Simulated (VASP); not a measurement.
# Si (P6/mmm) in VASP: a series of runs

Si is run at these levels: PBE; tasks: single point.

Everything below comes from runs of VASP 6.6.1. Logs are shortened: lines on timing, memory, paths and dates and some standing lists are left out, and cuts for length are marked.

### 1 The cell of the first run

The structure is hexagonal, space group P6/mmm (No. 191). Conventional cell: a = 2.458 Å, b = 2.458 Å, c = 2.308 Å, α = 90.00°, β = 90.00°, γ = 120.00°. Within 3.1 Å of Si (site symmetry 6/mmm) lie 8 Si at 2.31 to 2.46 Å.

### 2 Single point, PBE

INCAR reads:

```
SYSTEM = Si
PREC = Accurate
ENCUT = 500
EDIFF = 1E-6
ISMEAR = -1
SIGMA = 0.15
LREAL = .False.
LASPH = .True.
NELM = 120
ALGO = Normal
ISIF = 2
LWAVE = .False.
LCHARG = .True.
GGA = PE
LELF = .True.
LVHAR = .True.
NBANDS = 8
GGA_COMPAT = .False.
```

KPOINTS reads:

```
Automatic mesh
0
Gamma
  13 13 12
  0 0 0
```

POSCAR reads:

```
Si
1.0
    2.4577319639      0.0000000000      0.0000000000
   -1.2288659819      2.1284620167      0.0000000000
    0.0000000000      0.0000000000      2.3079532846
Si
1
Direct
    0.0000000000      0.0000000000      0.0000000000
```

Potentials or basis: VASP PAW PBE potentials, release 64 (Si).

Launch:

```sh
cat potpaw_PBE.64/Si/POTCAR > POTCAR
mpirun -np 1 vasp_std > vasp.out
```

OUTCAR:

```text
SYSTEM = Si
   PREC = Accurate
   ENCUT = 500
   EDIFF = 1E-6
   ISMEAR = -1
   LREAL = .False.
   LASPH = .True.
   NELM = 120
   ISIF = 2
   GGA = PE

 ion  position               nearest neighbor table
   1  0.000  0.000  0.000-

  LATTYP: Found a hexagonal cell.
 ALAT       =     2.4577319639
 C/A-ratio  =     0.9390581717

  Lattice vectors:

 A1 = (   2.4577319639,   0.0000000000,   0.0000000000)
 A2 = (  -1.2288659819,   2.1284620167,   0.0000000000)
 A3 = (   0.0000000000,   0.0000000000,   2.3079532846)

Analysis of symmetry for initial positions (statically):
=====================================================================
 Subroutine PRICEL returns:
 Original cell was already a primitive cell.

 Routine SETGRP: Setting up the symmetry group for a
 hexagonal supercell.

 Subroutine GETGRP returns: Found 24 space group operations
 (whereof 24 operations were pure point group operations)
 out of a pool of 24 trial point group operations.

The static configuration has the point symmetry D_6h.

Analysis of symmetry for dynamics (positions and initial velocities):
=====================================================================
 Subroutine PRICEL returns:
 Original cell was already a primitive cell.

 Routine SETGRP: Setting up the symmetry group for a
 hexagonal supercell.

 Subroutine GETGRP returns: Found 24 space group operations
 (whereof 24 operations were pure point group operations)
 out of a pool of 24 trial point group operations.

The dynamic configuration has the point symmetry D_6h.

 Subroutine INISYM returns: Found 24 space group operations
 (whereof 24 operations are pure point group operations),
 and found     1 'primitive' translations

----------------------------------------------------------------------------------------

                                     Primitive cell

  volume of cell :      12.0733

  direct lattice vectors                    reciprocal lattice vectors
     2.457731964  0.000000000  0.000000000     0.406879194  0.234911404  0.000000000
    -1.228865982  2.128462017  0.000000000     0.000000000  0.469822807  0.000000000
     0.000000000  0.000000000  2.307953285     0.000000000  0.000000000  0.433284333

  length of vectors
     2.457731964  2.457735168  2.307953285     0.469823420  0.469822807  0.433284333

  position of ions in fractional coordinates (direct lattice)
     0.000000000  0.000000000  0.000000000

  ion indices of the primitive-cell ions
   primitive index   ion index
                 1           1

----------------------------------------------------------------------------------------

 KPOINTS: Automatic mesh

Automatic generation of k-mesh.
 Grid dimensions read from file:
 generate k-points for:   13   13   12

 Generating k-lattice:

  Cartesian coordinates                     Fractional coordinates (reciprocal lattice)
     0.031298400  0.018070108  0.000000000     0.076923077 -0.000000000  0.000000000
     0.000000000  0.036140216  0.000000000     0.000000000  0.076923077  0.000000000
     0.000000000  0.000000000  0.036107028     0.000000000  0.000000000  0.083333333

  Length of vectors
     0.036140263  0.036140216  0.036107028

  Shift w.r.t. Gamma in fractional coordinates (k-lattice)
     0.000000000  0.000000000  0.000000000

 Subroutine IBZKPT returns following result:
 ===========================================

 Found    147 irreducible k-points:

 Following reciprocal coordinates:
            Coordinates               Weight
  0.000000  0.000000  0.000000      1.000000
  0.076923 -0.000000  0.000000      6.000000
  0.153846  0.000000  0.000000      6.000000
  0.230769 -0.000000  0.000000      6.000000
  0.307692  0.000000  0.000000      6.000000
  0.384615 -0.000000  0.000000      6.000000
[... 16 lines left out ...]
  0.076923 -0.000000  0.083333     12.000000
  0.153846  0.000000  0.083333     12.000000
 [... further k-points ...]
   k-points           NKPTS =    147   k-points in BZ     NKDIM =    147   number of bands    NBANDS=      8
   number of dos      NEDOS =    301   number of ions     NIONS =      1
   total plane-waves  NPLWV =   5832
   dimension x,y,z NGX =    18 NGY =   18 NGZ =   18
   dimension x,y,z NGXF=    36 NGYF=   36 NGZF=   36
   ions per type =               1
   NGX,Y,Z   is equivalent  to a cutoff of  12.18, 12.18, 12.97 a.u.
   NGXF,Y,Z  is equivalent  to a cutoff of  24.35, 24.35, 25.93 a.u.
 SYSTEM =  Si
   PREC   = accura    normal or accurate (medium, high low for compatibility)
   ISTART =      0    job   : 0-new  1-cont  2-samecut
   ICHARG =      2    charge: 1-file 2-atom 10-const
   ISPIN  =      1    spin polarized calculation?
   LNONCOLLINEAR =      F non collinear calculations
   LSORBIT =      F    spin-orbit coupling
   LASPH  =      T    aspherical Exc in radial PAW
   ENCUT  =  500.0 eV  36.75 Ry    6.06 a.u.   4.48  4.48  4.21*2*pi/ulx,y,z
   NELM   =    120;   NELMIN=  2; NELMDL= -5     # of ELM steps
   EDIFF  = 0.1E-05   stopping-criterion for ELM
   LREAL  =      F    real-space projection
   EDIFFG = 0.1E-04   stopping-criterion for IOM
   NSW    =      0    number of steps for IOM
   IBRION =     -1    ionic relax: 0-MD 1-quasi-New 2-CG
   NFREE  =      0    steps in history (QN), initial steepest desc. (CG)
   ISIF   =      2    stress and relaxation
   ISYM   =      2    0-nonsym 1-usesym 2-fastsym
   POTIM  = 0.5000    time-step for ionic-motion
   TEBEG  =    0.0;   TEEND  =   0.0 temperature during run
   PSTRESS=    0.0 pullay stress
   NELECT =       4.0000    total number of electrons
   NUPDOWN=      -1.0000    fix difference up-down
   EMIN   =  10.00;   EMAX   =-10.00  energy-range for DOS
   EFERMI =   0.00;   METHOD = LEGACY
   ISMEAR =    -1;   SIGMA  =   0.15  broadening in eV -4-tet -1-fermi 0-gaus
   EFERMI_NEDOS =   21; number of points for ismear=-14 and -15
   IALGO  =     38    algorithm
   IMIX   =      4    mixing-type and parameters
     AMIX     =   0.40;   BMIX     =  1.00
     AMIX_MAG =   1.60;   BMIX_MAG =  1.00
  volume/ion in A,a.u.               =      12.07        81.47
  Fermi-wavevector in a.u.,A,eV,Ry     =   1.132798  2.140677 17.459412  1.283231
  Thomas-Fermi vector in A             =   2.269499
   LORBIT       =      0    0 simple, 1 ext, 2 COOP (PROOUT), +10 PAW based schemes
   GGA     = PE    functional components
   LHFCALC =     F    Hartree Fock is set to
   AEXX    =    0.0000 exact exchange contribution
   IVDW    =     0    specifies the selected vdW correction
   LEPSILON=     F    determine dielectric tensor
   LRPA    =     F    only Hartree local field effects (RPA)
 non-spin polarized calculation
  energy-cutoff  :      500.00
  volume of cell :       12.07
 maximum number of plane-waves:       332
 NGX is ok and might be reduce to    18
   NGX =  9   NGY =  9   NGZ =  9

 number of electron       4.0000000 magnetization

 Free energy of the ion-electron system (eV)
  ---------------------------------------------------
  ext. energy  EPLUGINS =         0.00000000
  ---------------------------------------------------
  free energy    TOTEN  =        -4.82732751 eV

  energy without entropy =       -4.80112022  energy(sigma->0) =       -4.81422387

 E-fermi :  12.4304     XC(G=0): -11.8764

 val. band max:       12.4195268609   @ k =   0.4615  -0.0000   0.4167
 cond. band min:      12.4746004089   @ k =   0.2308   0.0769   0.2500
 fundamental gap:      0.0550735480
 Fermi energy:        12.4303994571

 k-point     1 :       0.0000    0.0000    0.0000
  band No.  band energies     occupation
      1      -3.5778      2.00000
      2      20.0707      0.00000
      3      21.9802      0.00000
      4      25.0508      0.00000
      5      25.0508      0.00000
      6      25.4782      0.00000
      7      25.4782      0.00000
      8      31.2925      0.00000

 k-point     2 :       0.0769   -0.0000    0.0000
  band No.  band energies     occupation
      1      -3.3883      2.00000
      2      19.6138      0.00000
      3      22.1362      0.00000
      4      22.7610      0.00000
      5      23.3388      0.00000
      6      26.3147      0.00000
      7      27.5120      0.00000
      8      33.2537      0.00000

 k-point     3 :       0.1538    0.0000    0.0000
  band No.  band energies     occupation
      1      -2.8211      2.00000
      2      17.4828      0.00000
      3      21.1034      0.00000
      4      21.7527      0.00000
      5      22.6045      0.00000
      6      26.5723      0.00000
      7      30.0584      0.00000
      8      36.4089      0.00000

 k-point     4 :       0.2308   -0.0000    0.0000
  band No.  band energies     occupation
      1      -1.8799      2.00000
      2      14.2973      0.00001
      3      20.3677      0.00000
      4      20.4848      0.00000
      5      23.3849      0.00000
      6      27.1010      0.00000
      7      32.9042      0.00000
      8      36.9225      0.00000

 k-point     5 :       0.3077    0.0000    0.0000
  band No.  band energies     occupation
      1      -0.5708      2.00000
      2      11.1076      1.99970
      3      19.5358      0.00000
      4      19.7906      0.00000
      5      24.4763      0.00000
      6      28.1310      0.00000
      7      34.3431      0.00000
      8      35.9931      0.00000
[... 177 lines left out ...]
 k-point    22 :       0.0000    0.0000    0.0833
  band No.  band energies     occupation
      1      -3.3904      2.00000
      2      17.4495      0.00000
      3      24.5235      0.00000
      4      25.1903      0.00000
      5      25.1904      0.00000
      6      25.6307      0.00000
      7      25.6308      0.00000
      8      31.4749      0.00000

 k-point    23 :       0.0769   -0.0000    0.0833
  band No.  band energies     occupation
      1      -3.2012      2.00000
      2      17.4562      0.00000
      3      22.2774      0.00000
      4      23.4884      0.00000
      5      24.4786      0.00000
      6      26.8881      0.00000
      7      27.6522      0.00000
      8      33.4302      0.00000

 k-point    24 :       0.1538    0.0000    0.0833
  band No.  band energies     occupation
      1      -2.6345      2.00000
      2      16.9229      0.00000
      3      19.5871      0.00000
      4      21.9054      0.00000
      5      23.7391      0.00000
      6      27.8843      0.00000
      7      30.1875      0.00000
      8      36.2682      0.00000

 [... further k-points ...]

------------------------ aborting loop because EDIFF is reached ----------------------------------------

  FORCE on cell =-STRESS in cart. coord.  units (eV):
  Direction    XX          YY          ZZ          XY          YZ          ZX
  --------------------------------------------------------------------------------------
  -------------------------------------------------------------------------------------
  Total        2.6980895      2.6980989      3.4914070      0.0000000     -0.0000000      0.0000000
  in kB      358.0465506    358.0477955    463.3227450      0.0000000     -0.0000000      0.0000000
  external PRESSURE =     393.1390304 kB  Pullay stress =       0.0000000 kB

 VOLUME and BASIS-vectors are now :
 -----------------------------------------------------------------------------
  energy-cutoff  :      500.00
  volume of cell :       12.07
      direct lattice vectors                 reciprocal lattice vectors
     2.457731964  0.000000000  0.000000000     0.406879194  0.234911404  0.000000000
    -1.228865982  2.128462017  0.000000000     0.000000000  0.469822807  0.000000000
     0.000000000  0.000000000  2.307953285     0.000000000  0.000000000  0.433284333

 POSITION                                       TOTAL-FORCE (eV/Angst)
 -----------------------------------------------------------------------------------
      0.00000      0.00000      0.00000        -0.000000      0.000000      0.000000
 -----------------------------------------------------------------------------------
    total drift:                               -0.000000      0.000000      0.000000

  FREE ENERGIE OF THE ION-ELECTRON SYSTEM (eV)
  ---------------------------------------------------
  free  energy   TOTEN  =        -4.8273275103 eV

  energy  without entropy=       -4.8011202234  energy(sigma->0) =       -4.81422387
```

Run time: 3.9 s. Hardware: 1 thread of Intel Xeon 6975P-C (Granite Rapids), shared host; peak memory 0.12 GiB.

Results:

* Free energy: -4.8273 eV
* Pressure: 39.3 GPa
* Band gap on the k mesh: zero (band 2 reaches 20.07 eV, above the bottom of band 3 at 7.63 eV)

Levels at points of the mesh, in eV from the Fermi level:
```csv
k point,band 1,band 2,band 3,band 4,band 5
"(0.00, 0.00, 0.00)",-16.01,7.64,9.55,12.62,12.62
"(0.00, 0.00, 0.50)",-10.03,-8.65,16.31,16.31,17.46
```

### 3 Single point, PBE

This run uses another cell than the first one, of 12.60 Å³/atom, 1.043 times its volume.

INCAR reads:

```
SYSTEM = Si
PREC = Accurate ; ENCUT = 500
EDIFF = 1E-6 ; ISMEAR = -1
SIGMA = 0.15 ; LREAL = .False.
LASPH = .True. ; NELM = 120
ALGO = Normal ; ISIF = 2
LWAVE = .False. ; LCHARG = .False.
GGA = PE ; NBANDS = 8
GGA_COMPAT = .False.
```

KPOINTS reads:

```
regular mesh
0
Gamma
  13 13 12
  0 0 0
```

POSCAR reads:

```
Si
1.0
    2.4928471647      0.0000000000      0.0000000000
   -1.2464235824      2.1588727256      0.0000000000
    0.0000000000      0.0000000000      2.3409285010
Si
1
Direct
    0.0000000000      0.0000000000      0.0000000000
```

Potentials or basis: VASP PAW PBE potentials, release 64 (Si).

Launch:

```sh
cat potpaw_PBE.64/Si/POTCAR > POTCAR
mpirun -np 1 vasp_std > vasp.out
```

It took 3.8 s on 1 thread of Intel Xeon 6975P-C (Granite Rapids), shared host; peak memory 0.11 GiB.

The run converged. Its results:

```yaml
Free_energy: -4.9387 eV
Pressure: 29.0 GPa
Band_gap_on_the_k_mesh: zero (band 2 reaches 19.41 eV, above the bottom of band 3 at 7.21 eV)
```

Stress tensor (GPa, compression positive):
```
26.22  0.00  0.00
 0.00 26.22  0.00
 0.00  0.00 34.44
```

Levels at points of the mesh, in eV from the Fermi level:
```tsv
k point	band 1	band 2	band 3	band 4	band 5	band 6
(0.00, 0.00, 0.00)	-15.59	7.61	9.20	12.08	12.08	12.86
(0.00, 0.00, 0.50)	-9.85	-8.33	16.01	16.01	16.63	16.63
```

(Part 1 of 2 ends here.)
